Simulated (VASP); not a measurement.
# CaHf4 (P-62m) in VASP: further runs

Runs on CaHf4. Level: PBE. Tasks: single point, relaxation of cell and atoms.

Program: VASP 6.6.1. These are calculated values, not measurements. Logs are shortened: lines on timing, memory, paths and dates and some standing lists are left out, and cuts for length are marked.

## Step 1: The cell of the first run

It takes space group P-62m (No. 189, hexagonal). Conventional cell: a = 5.117 Å, b = 5.117 Å, c = 5.043 Å, α = 90.00°, β = 90.00°, γ = 120.00°. Ca (site symmetry -62m) has 8 Hf at 2.31 to 2.81 Å within 3.0 Å. Within 3.0 Å of Hf (site symmetry m2m) lie 2 Ca at 2.31 to 2.81 Å and 4 Hf at 2.60 Å. Hf (site symmetry -62m) has 2 Ca at 2.52 Å and 6 Hf at 3.42 Å within 3.5 Å.

The cell was built from a structure type or drawn by symmetry, and may not be a known phase.

## Step 2: Single point, PBE

INCAR reads:

```
PREC     = Accurate       # precision mode
ENCUT    = 520            # plane-wave cutoff, eV
EDIFF    = 1E-6           # SCF threshold, eV
ISMEAR   = 0              # smearing method
SIGMA    = 0.1            # smearing width, eV
LREAL    = False          # projectors in reciprocal space
LASPH    = True           # aspherical terms in the spheres
NELM     = 60             # most SCF steps
ALGO     = Normal         # electronic algorithm
ISIF     = 2              # what is computed and relaxed
LWAVE    = False          # write WAVECAR
LCHARG   = False          # write CHGCAR
GGA      = PE             # functional
NBANDS   = 33             # bands
```

KPOINTS reads:

```
Automatic mesh
0
Gamma
  6 6 4
```

POSCAR reads:

```
CaHf4
1.0
    5.1165662100      0.0000000000      0.0000000000
   -2.5582831000      4.4310763200      0.0000000000
    0.0000000000      0.0000000000      5.0429980300
Ca Hf
1 4
Direct
    0.0000000000      0.0000000000      0.5000000000
    0.4508048700      0.0000000000      0.5000000000
    0.0000000000      0.4508048700      0.5000000000
    0.5491951300      0.5491951300      0.5000000000
    0.0000000000      0.0000000000      0.0000000000
```

Potentials or basis: VASP PAW PBE potentials, release 64 (Ca_sv, Hf_pv).

Command:

```
$ cat potpaw_PBE.64/Ca_sv/POTCAR potpaw_PBE.64/Hf_pv/POTCAR > POTCAR
$ mpirun -np 1 vasp_std > vasp.out
```

OUTCAR:

```text
PREC = Accurate
   ENCUT = 520
   EDIFF = 1E-6
   ISMEAR = 0
   LREAL = False
   LASPH = True
   NELM = 60
   ISIF = 2
   GGA = PE

 ion  position               nearest neighbor table
   1  0.000  0.000  0.500-   3 2.31   2 2.31   4 2.31   5 2.52   5 2.52   3 2.81   2 2.81   4 2.81

   2  0.451  0.000  0.500-   1 2.31   4 2.60   4 2.60   3 2.60   3 2.60   1 2.81   5 3.42   5 3.42
                             5 3.78   5 3.78
   3  0.000  0.451  0.500-   1 2.31   4 2.60   4 2.60   2 2.60   2 2.60   1 2.81   5 3.42   5 3.42
                             5 3.78   5 3.78
   4  0.549  0.549  0.500-   1 2.31   2 2.60   3 2.60   2 2.60   3 2.60   1 2.81   5 3.42   5 3.42
                             5 3.78   5 3.78
   5  0.000  0.000  0.000-   1 2.52   1 2.52   3 3.42   3 3.42   2 3.42   2 3.42   4 3.42   4 3.42
                             3 3.78   3 3.78   2 3.78   2 3.78   4 3.78   4 3.78

  LATTYP: Found a hexagonal cell.
 ALAT       =     5.1165662100
 C/A-ratio  =     0.9856215718

  Lattice vectors:

 A1 = (   5.1165662100,   0.0000000000,   0.0000000000)
 A2 = (  -2.5582831000,   4.4310763200,   0.0000000000)
 A3 = (   0.0000000000,   0.0000000000,   5.0429980300)

Analysis of symmetry for initial positions (statically):
=====================================================================
 Subroutine PRICEL returns:
 Original cell was already a primitive cell.

 Routine SETGRP: Setting up the symmetry group for a
 hexagonal supercell.

 Subroutine GETGRP returns: Found 12 space group operations
 (whereof 12 operations were pure point group operations)
 out of a pool of 24 trial point group operations.

The static configuration has the point symmetry D_3h.

Analysis of symmetry for dynamics (positions and initial velocities):
=====================================================================
 Subroutine PRICEL returns:
 Original cell was already a primitive cell.

 Routine SETGRP: Setting up the symmetry group for a
 hexagonal supercell.

 Subroutine GETGRP returns: Found 12 space group operations
 (whereof 12 operations were pure point group operations)
 out of a pool of 24 trial point group operations.

The dynamic configuration has the point symmetry D_3h.

 Subroutine INISYM returns: Found 12 space group operations
 (whereof 12 operations are pure point group operations),
 and found     1 'primitive' translations

----------------------------------------------------------------------------------------

                                     Primitive cell

  volume of cell :     114.3343

  direct lattice vectors                    reciprocal lattice vectors
     5.116566210  0.000000000  0.000000000     0.195443577  0.112839401  0.000000000
    -2.558283100  4.431076320  0.000000000     0.000000000  0.225678803  0.000000000
     0.000000000  0.000000000  5.042998030     0.000000000  0.000000000  0.198294743

  length of vectors
     5.116566210  5.116566209  5.042998030     0.225678803  0.225678803  0.198294743

  position of ions in fractional coordinates (direct lattice)
     0.000000000  0.000000000  0.500000000
     0.450804870  0.000000000  0.500000000
     0.000000000  0.450804870  0.500000000
     0.549195130  0.549195130  0.500000000
     0.000000000  0.000000000  0.000000000

  ion indices of the primitive-cell ions
   primitive index   ion index
                 1           1
                 2           2
                 3           3
                 4           4
                 5           5

----------------------------------------------------------------------------------------

 KPOINTS: Automatic mesh

Automatic generation of k-mesh.
 Grid dimensions read from file:
 generate k-points for:    6    6    4

 Generating k-lattice:

  Cartesian coordinates                     Fractional coordinates (reciprocal lattice)
     0.032573929  0.018806567  0.000000000     0.166666667  0.000000000  0.000000000
     0.000000000  0.037613134  0.000000000     0.000000000  0.166666667  0.000000000
     0.000000000  0.000000000  0.049573686     0.000000000  0.000000000  0.250000000

  Length of vectors
     0.037613134  0.037613134  0.049573686

  Shift w.r.t. Gamma in fractional coordinates (k-lattice)
     0.000000000  0.000000000  0.000000000

 Subroutine IBZKPT returns following result:
 ===========================================

 Found     21 irreducible k-points:

 Following reciprocal coordinates:
            Coordinates               Weight
  0.000000  0.000000  0.000000      1.000000
  0.166667  0.000000  0.000000      6.000000
  0.333333  0.000000  0.000000      6.000000
  0.500000  0.000000  0.000000      3.000000
  0.166667  0.166667  0.000000      6.000000
  0.333333  0.166667  0.000000     12.000000
[... 13 lines left out ...]
  0.333333  0.166667  0.500000     12.000000
  0.333333  0.333333  0.500000      2.000000
   k-points           NKPTS =     21   k-points in BZ     NKDIM =     21   number of bands    NBANDS=     33
   number of dos      NEDOS =    301   number of ions     NIONS =      5
   total plane-waves  NPLWV =  64000
   dimension x,y,z NGX =    40 NGY =   40 NGZ =   40
   dimension x,y,z NGXF=    80 NGYF=   80 NGZF=   80
   ions per type =               1   4
   NGX,Y,Z   is equivalent  to a cutoff of  13.00, 13.00, 13.19 a.u.
   NGXF,Y,Z  is equivalent  to a cutoff of  25.99, 25.99, 26.37 a.u.
 SYSTEM =  unknown system
   PREC   = accura    normal or accurate (medium, high low for compatibility)
   ISTART =      0    job   : 0-new  1-cont  2-samecut
   ICHARG =      2    charge: 1-file 2-atom 10-const
   ISPIN  =      1    spin polarized calculation?
   LNONCOLLINEAR =      F non collinear calculations
   LSORBIT =      F    spin-orbit coupling
   LASPH  =      T    aspherical Exc in radial PAW
   ENCUT  =  520.0 eV  38.22 Ry    6.18 a.u.   9.51  9.51  9.38*2*pi/ulx,y,z
   NELM   =     60;   NELMIN=  2; NELMDL= -5     # of ELM steps
   EDIFF  = 0.1E-05   stopping-criterion for ELM
   LREAL  =      F    real-space projection
   EDIFFG = 0.1E-04   stopping-criterion for IOM
   NSW    =      0    number of steps for IOM
   IBRION =     -1    ionic relax: 0-MD 1-quasi-New 2-CG
   NFREE  =      0    steps in history (QN), initial steepest desc. (CG)
   ISIF   =      2    stress and relaxation
   ISYM   =      2    0-nonsym 1-usesym 2-fastsym
   POTIM  = 0.5000    time-step for ionic-motion
   TEBEG  =    0.0;   TEEND  =   0.0 temperature during run
   PSTRESS=    0.0 pullay stress
   NELECT =      50.0000    total number of electrons
   NUPDOWN=      -1.0000    fix difference up-down
   EMIN   =  10.00;   EMAX   =-10.00  energy-range for DOS
   EFERMI =   0.00;   METHOD = LEGACY
   ISMEAR =     0;   SIGMA  =   0.10  broadening in eV -4-tet -1-fermi 0-gaus
   EFERMI_NEDOS =   21; number of points for ismear=-14 and -15
   IALGO  =     38    algorithm
   IMIX   =      4    mixing-type and parameters
     AMIX     =   0.40;   BMIX     =  1.00
     AMIX_MAG =   1.60;   BMIX_MAG =  1.00
  volume/ion in A,a.u.               =      22.87       154.31
  Fermi-wavevector in a.u.,A,eV,Ry     =   1.242623  2.348216 21.008909  1.544111
  Thomas-Fermi vector in A             =   2.376969
   LORBIT       =      0    0 simple, 1 ext, 2 COOP (PROOUT), +10 PAW based schemes
   GGA     = PE    functional components
   LHFCALC =     F    Hartree Fock is set to
   AEXX    =    0.0000 exact exchange contribution
   IVDW    =     0    specifies the selected vdW correction
   LEPSILON=     F    determine dielectric tensor
   LRPA    =     F    only Hartree local field effects (RPA)
 non-spin polarized calculation
 Gauss-broadening in eV      SIGMA  =   0.10
  energy-cutoff  :      520.00
  volume of cell :      114.33
 maximum number of plane-waves:      3103
 NGX is ok and might be reduce to    40
   NGX = 19   NGY = 19   NGZ = 19

 number of electron      50.0000005 magnetization

 Free energy of the ion-electron system (eV)
  ---------------------------------------------------
  ext. energy  EPLUGINS =         0.00000000
  ---------------------------------------------------
  free energy    TOTEN  =       -27.71691121 eV

  energy without entropy =      -27.68930017  energy(sigma->0) =      -27.70310569

 E-fermi :   4.0191     XC(G=0): -10.5379

 val. band max:        4.0091587678   @ k =   0.1667   0.0000   0.0000
 cond. band min:       4.0196073347   @ k =   0.1667   0.1667   0.5000
 fundamental gap:      0.0104485669
 Fermi energy:         4.0190955973

 k-point     1 :       0.0000    0.0000    0.0000
  band No.  band energies     occupation
      1     -35.5441      2.00000
      2     -27.8610      2.00000
      3     -27.8351      2.00000
      4     -27.6965      2.00000
      5     -27.6965      2.00000
      6     -27.2239      2.00000
[... 25 lines left out ...]
     32       7.4418      0.00000
     33       7.9703      0.00000

 k-point     2 :       0.1667    0.0000    0.0000
  band No.  band energies     occupation
      1     -35.5576      2.00000
      2     -27.8595      2.00000
      3     -27.7467      2.00000
      4     -27.6912      2.00000
      5     -27.6813      2.00000
      6     -27.1310      2.00000
[... 25 lines left out ...]
     32       7.2884      0.00000
     33       7.3258      0.00000

 k-point     3 :       0.3333    0.0000    0.0000
  band No.  band energies     occupation
      1     -35.5842      2.00000
      2     -27.8566      2.00000
      3     -27.6901      2.00000
      4     -27.6846      2.00000
      5     -27.4924      2.00000
      6     -26.9174      2.00000
[... 25 lines left out ...]
     32       6.3513      0.00000
     33       7.3356      0.00000

 k-point     4 :       0.5000    0.0000    0.0000
  band No.  band energies     occupation
      1     -35.5973      2.00000
      2     -27.8552      2.00000
      3     -27.6862      2.00000
      4     -27.6821      2.00000
      5     -27.3294      2.00000
      6     -26.6720      2.00000
[... 565 lines left out ...]
     32       7.0027      0.00000
     33       7.0351      0.00000

 k-point    20 :       0.3333    0.1667    0.5000
  band No.  band energies     occupation
      1     -35.6326      2.00000
      2     -27.6876      2.00000
      3     -27.6834      2.00000
      4     -27.6811      2.00000
      5     -27.3027      2.00000
      6     -26.7604      2.00000
[... 25 lines left out ...]
     32       6.3522      0.00000
     33       6.6402      0.00000

 k-point    21 :       0.3333    0.3333    0.5000
  band No.  band energies     occupation
      1     -35.6390      2.00000
      2     -27.6874      2.00000
      3     -27.6826      2.00000
      4     -27.6826      2.00000
      5     -26.9831      2.00000
      6     -26.9831      2.00000
[... 25 lines left out ...]
     32       6.3455      0.00000
     33       6.3618      0.00000

------------------------ aborting loop because EDIFF is reached ----------------------------------------

  FORCE on cell =-STRESS in cart. coord.  units (eV):
  Direction    XX          YY          ZZ          XY          YZ          ZX
  --------------------------------------------------------------------------------------
  -------------------------------------------------------------------------------------
  Total       29.0853201     29.0853201      4.5494571      0.0000000      0.0000000      0.0000000
  in kB      407.5752488    407.5752492     63.7519586      0.0000005      0.0000000      0.0000000
  external PRESSURE =     292.9674855 kB  Pullay stress =       0.0000000 kB

 VOLUME and BASIS-vectors are now :
 -----------------------------------------------------------------------------
  energy-cutoff  :      520.00
  volume of cell :      114.33
      direct lattice vectors                 reciprocal lattice vectors
     5.116566210  0.000000000  0.000000000     0.195443577  0.112839401  0.000000000
    -2.558283100  4.431076320  0.000000000     0.000000000  0.225678803  0.000000000
     0.000000000  0.000000000  5.042998030     0.000000000  0.000000000  0.198294743

 POSITION                                       TOTAL-FORCE (eV/Angst)
 -----------------------------------------------------------------------------------
      0.00000      0.00000      2.52150         0.000000      0.000000      0.000000
      2.30657      0.00000      2.52150         2.012529      0.000000     -0.000000
     -1.15329      1.99755      2.52150        -1.006265      1.742902      0.000000
      1.40500      2.43353      2.52150        -1.006265     -1.742902     -0.000000
      0.00000      0.00000      0.00000         0.000000      0.000000      0.000000
 -----------------------------------------------------------------------------------
    total drift:                                0.000000      0.000000     -0.000000

  FREE ENERGIE OF THE ION-ELECTRON SYSTEM (eV)
  ---------------------------------------------------
  free  energy   TOTEN  =       -27.7169112105 eV

  energy  without entropy=      -27.6893001715  energy(sigma->0) =      -27.70310569
```

Wall time 40 s (1 thread of Intel Xeon 6975P-C (Granite Rapids), shared host); peak memory 0.27 GiB.

Results:

* Free energy: -27.7169 eV
* Pressure: 29.3 GPa
* Largest force: 2.013 eV/Å
* Band gap on the k mesh: zero (bands 25 and 26 overlap by 0.34 eV)

Forces in eV/Å, atoms in the order of the input:
```
Ca   0.000  0.000  0.000
Hf   2.013  0.000  0.000
Hf  -1.006  1.743  0.000
Hf  -1.006 -1.743  0.000
Hf   0.000  0.000  0.000
```

Caveat: the cell stands under pressure; spin-orbit coupling is left out, which moves the levels of the heavy elements; forces of over 1 eV/Å act on the atoms, so gaps and moduli don't describe the material at rest.

(Continued in part 2 of 2.)
